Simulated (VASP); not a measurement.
# Sn2HO2 in VASP: single point with PBE+D3(BJ)

Aim: the single point of Sn2HO2 with PBE+D3(BJ).

Program: VASP 6.6.1. These are calculated values, not measurements. Logs are shortened: lines on timing, memory, paths and dates and some standing lists are left out, and cuts for length are marked.

## Step 1: The cell of the first run

The cell holds a slab with vacuum, 5 atoms: a = 3.820 Å, b = 3.820 Å, c = 17.863 Å, α = 90.00°, β = 90.00°, γ = 90.00°.

## Step 2: Single point, PBE+D3(BJ), collinear spin

INCAR reads:

```
ALGO = Normal
DIPOL = 0.5 0.5 0.323
EDIFF = 1E-6
ENCUT = 520
GGA = PE
IDIPOL = 3
ISIF = 2
ISMEAR = 0
ISPIN = 2
IVDW = 12
LASPH = T
LCHARG = F
LDIPOL = T
LORBIT = 11
LREAL = F
LWAVE = F
MAGMOM = 0 0 0 0 1
NBANDS = 32
NELM = 150
PREC = Accurate
SIGMA = 0.05
```

KPOINTS reads:

```
k-points
0
Gamma
  7 7 1
```

POSCAR reads:

```
Sn2HO2
1.0
    3.8201526300      0.0002954461      0.0000000000
   -0.0003145178      3.8201526285      0.0000000000
    0.0000000000      0.0000000000     17.8630377374
Sn O H
2 2 1
Direct
    0.9999452828      0.9999452828      0.2239260790
    0.4999452828      0.4999452828      0.3562125228
    0.9999460977      0.4999460977      0.2900693009
    0.4999460977      0.9999460977      0.2900693009
    0.6249452828      0.6249452828      0.4534482798
```

Potentials or basis: VASP PAW PBE potentials, release 64 (Sn_d, O, H).

Started as:

```sh
cat potpaw_PBE.64/Sn_d/POTCAR potpaw_PBE.64/O/POTCAR potpaw_PBE.64/H/POTCAR > POTCAR
mpirun -np 1 vasp_std > vasp.out
```

OUTCAR:

```text
EDIFF = 1E-6
   ENCUT = 520
   GGA = PE
   ISIF = 2
   ISMEAR = 0
   ISPIN = 2
   IVDW = 12
   LASPH = T
   LORBIT = 11
   LREAL = F
   NELM = 150
   PREC = Accurate
 IVDW          = 12

 ion  position               nearest neighbor table
   1  1.000  1.000  0.224-   4 2.25   3 2.25   4 2.25   3 2.25   2 3.59   2 3.59   2 3.59   2 3.59

   2  0.500  0.500  0.356-   5 1.86   3 2.25   4 2.25   3 2.25   4 2.25   1 3.59   1 3.59   1 3.59
                             1 3.59
   3  1.000  0.500  0.290-   2 2.25   1 2.25   2 2.25   1 2.25
   4  0.500  1.000  0.290-   1 2.25   2 2.25   1 2.25   2 2.25
   5  0.625  0.625  0.453-   2 1.86

  LATTYP: Found a simple tetragonal cell.
 ALAT       =     3.8201526414
 C/A-ratio  =     4.6760010434

  Lattice vectors:

 A1 = (   3.8201526300,   0.0002954461,   0.0000000000)
 A2 = (  -0.0003145178,   3.8201526285,   0.0000000000)
 A3 = (   0.0000000000,   0.0000000000,  17.8630377374)

Analysis of symmetry for initial positions (statically):
=====================================================================
 Subroutine PRICEL returns:
 Original cell was already a primitive cell.

 Routine SETGRP: Setting up the symmetry group for a
 simple tetragonal supercell.

 Subroutine GETGRP returns: Found  2 space group operations
 (whereof  2 operations were pure point group operations)
 out of a pool of 16 trial point group operations.

The static configuration has the point symmetry C_1h.

Analysis of symmetry for dynamics (positions and initial velocities):
=====================================================================
 Subroutine PRICEL returns:
 Original cell was already a primitive cell.

 Routine SETGRP: Setting up the symmetry group for a
 simple tetragonal supercell.

 Subroutine GETGRP returns: Found  2 space group operations
 (whereof  2 operations were pure point group operations)
 out of a pool of 16 trial point group operations.

The dynamic configuration has the point symmetry C_1h.

Analysis of structural, dynamic, and magnetic symmetry:
=====================================================================
 Subroutine PRICEL returns:
 Original cell was already a primitive cell.

 Routine SETGRP: Setting up the symmetry group for a
 simple tetragonal supercell.

 Subroutine GETGRP returns: Found  2 space group operations
 (whereof  2 operations were pure point group operations)
 out of a pool of 16 trial point group operations.

[... 134 lines left out ...]

 dipolmoment           0.000000      0.000000     -0.022977 electrons x Angstroem

 number of electron      40.9999985 magnetization       0.9593465

 dipolmoment           0.000000      0.000000      0.072437 electrons x Angstroem

 Free energy of the ion-electron system (eV)
  ---------------------------------------------------
  ext. energy  EPLUGINS =         0.00000000
  ---------------------------------------------------
  free energy    TOTEN  =       -24.04723192 eV

  energy without entropy =      -24.04646713  energy(sigma->0) =      -24.04684952

 E-fermi :  -0.5471     XC(G=0):  -3.7376

 val. band max:       -0.5522675916   @ k =  -0.2857   0.2857   0.0000
 cond. band min:      -0.3390141258   @ k =   0.1429  -0.0000   0.0000
 fundamental gap:      0.2132534658
 Fermi energy:        -0.5470764455

 spin component 1

 k-point     1 :       0.0000    0.0000    0.0000
  band No.  band energies     occupation
      1     -23.3447      1.00000
      2     -23.0273      1.00000
      3     -23.0022      1.00000
      4     -22.9871      1.00000
      5     -22.9499      1.00000
      6     -22.9187      1.00000
[... 549 lines left out ...]
     31       6.5343      0.00000
     32       7.1967      0.00000
 Fermi energy:        -0.5470764455

 spin component 2

 k-point     1 :       0.0000    0.0000    0.0000
  band No.  band energies     occupation
      1     -23.2759      1.00000
      2     -22.9462      1.00000
      3     -22.9401      1.00000
      4     -22.9041      1.00000
      5     -22.8946      1.00000
      6     -22.8789      1.00000
[... 549 lines left out ...]
     31       6.7769      0.00000
     32       7.3427      0.00000

------------------------ aborting loop because EDIFF is reached ----------------------------------------

 vacuum level on the upper side and lower side of the slab       (xc-potential included)         0.434        -0.438

 Edisp (eV)   -0.59652

 E8    (eV) :    -0.2620

  FORCE on cell =-STRESS in cart. coord.  units (eV):
  Direction    XX          YY          ZZ          XY          YZ          ZX
  --------------------------------------------------------------------------------------
  -------------------------------------------------------------------------------------
  Total       1.00330     1.00328    -0.23256    -0.06950     1.19634     1.19615
  in kB       6.16629     6.16615    -1.42933    -0.42713     7.35274     7.35157
  external pressure =        3.63 kB  Pullay stress =        0.00 kB

 VOLUME and BASIS-vectors are now :
 -----------------------------------------------------------------------------
  energy-cutoff  :      520.00
  volume of cell :      260.69
      direct lattice vectors                 reciprocal lattice vectors
     3.820152630  0.000295446  0.000000000     0.261769644  0.000021552  0.000000000
    -0.000314518  3.820152628  0.000000000    -0.000020245  0.261769644  0.000000000
     0.000000000  0.000000000 17.863037737     0.000000000  0.000000000  0.055981520

 POSITION                                       TOTAL-FORCE (eV/Angst)
 -----------------------------------------------------------------------------------
      3.81963      3.82024      4.00000        -0.071661     -0.071673     -0.109084
      1.90971      1.91001      6.36304         0.038905      0.038912     -0.279808
      3.81979      1.91017      5.18152        -0.521966      0.189419      0.185595
      1.90956      3.82009      5.18152         0.189502     -0.521936      0.185595
      2.38719      2.38757      8.09996         0.365220      0.365278      0.017703
 -----------------------------------------------------------------------------------
    total drift:                               -0.000034     -0.000034      0.001388

  FREE ENERGIE OF THE ION-ELECTRON SYSTEM (eV)
  ---------------------------------------------------
  free  energy   TOTEN  =       -24.6437470491 eV

  energy  without entropy=      -24.6429822578  energy(sigma->0) =      -24.64336465

 vacuum level on the upper side and lower side of the slab         3.704         2.805

 total charge

# of ion       s       p       d       tot
------------------------------------------
    1        1.280   0.763  10.054  12.098
    2        1.178   0.861  10.089  12.128
    3        1.584   3.413   0.000   4.997
    4        1.584   3.413   0.000   4.997
    5        0.480   0.007   0.000   0.487
--------------------------------------------------
tot          6.107   8.457  20.143  34.707

 magnetization (x)

# of ion       s       p       d       tot
------------------------------------------
    1        0.003   0.013   0.002   0.019
    2        0.159   0.049   0.019   0.227
    3        0.011   0.084   0.000   0.095
    4        0.011   0.084   0.000   0.095
    5        0.133   0.000   0.000   0.133
--------------------------------------------------
tot          0.317   0.230   0.021   0.568
```

stdout:

```text
POSCAR found type information on POSCAR SnO H
 POSCAR found :  3 types and       5 ions
 scaLAPACK will be used
 LDA part: xc-table for (Slater+PW92), standard interpolation
 POSCAR, INCAR and KPOINTS ok, starting setup
 FFT: planning ... GRIDC
 FFT: planning ... GRID_SOFT
 FFT: planning ... GRID
 WAVECAR not read
 entering main loop
```

It took 7.1 min on 1 thread of Intel Xeon Platinum 8488C (Sapphire Rapids), shared host; peak memory 0.5 GiB.

Results:

| Property | Result |
| --- | --- |
| Free energy | -24.6437 eV |
| Largest force | 0.585 eV/Å |
| Net moment | 0.96 μB per cell |
| Site moments | Sn +0.02, +0.23; O +0.10; H +0.13 μB |
| Valence electrons inside the program's atomic spheres | Sn 12.10, 12.13; O 5.00; H 0.49 |
| Dispersion energy per atom | -0.119 eV |

Forces on the atoms (eV/Å):
```
Sn  -0.072 -0.072 -0.109
Sn   0.039  0.039 -0.280
O   -0.522  0.189  0.186
O    0.190 -0.522  0.186
H    0.365  0.365  0.018
```

Levels at points of the mesh, in eV from the Fermi level:
Spin up:
```tsv
k point	band 18	band 19	band 20	band 21	band 22	band 23	band 24	band 25
(0.00, 0.00, 0.00)	-3.87	-3.84	-3.49	-0.63	1.06	2.65	3.28	3.32
```
Spin down:
```
           k point  band 16  band 17  band 18  band 19  band 20  band 21  band 22  band 23  band 24  band 25
(0.00, 0.00, 0.00)    -6.37    -4.11    -3.71    -3.68    -3.12    -0.09     1.11     3.17     3.40     3.56
```

Caveat: a moment this small can come from the mesh or the smearing; spin-orbit coupling is left out, which moves the levels of the heavy elements.
